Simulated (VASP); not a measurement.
NaH: single point with r2SCAN

NaH:

```xyz
2
Lattice="0.0000 2.3975 2.3975 2.3975 0.0000 2.3975 2.3975 2.3975 0.0000" Properties=species:S:1:pos:R:3 pbc="T T T"
Na    0.0000    0.0000    0.0000
H     2.3975    2.3975    2.3975
```

* Program: VASP 6.6.1
* Task: single point
* Functional: r2SCAN
* Potentials or basis: VASP PAW PBE potentials, release 64 (Na_pv, H)
* Cutoff: 550 eV
* k mesh: 8 × 8 × 8
* Occupations: gaussian, width 0.01 eV
* Spin: no spin polarisation

- Pressure: -0.3 GPa
- Band gap on the k mesh: 4.41 eV, indirect (least direct gap 5.26 eV)

Levels at points of the mesh, in eV from the valence-band top:
```csv
k point,band 1,band 2,band 3,band 4,band 5,band 6,band 7,band 8
"(0.00, 0.00, 0.00)",-22.86,-22.86,-22.86,-3.62,11.66,16.53,16.53,16.53
"(0.50, 0.00, 0.00)",-22.95,-22.87,-22.87,-0.84,4.41,11.86,14.06,14.06
"(0.50, 0.50, 0.00)",-22.94,-22.89,-22.89,-0.17,5.24,10.80,11.54,11.54
```

Wall time 38 s on 1 thread of Intel(R) Xeon(R) Platinum 8488C (Sapphire Rapids), on a shared host, peak memory 0.16 GiB.

Caveat: the PAW data sets were made with another functional, which shifts forces and pressure a little. A k mesh can miss the band edges.
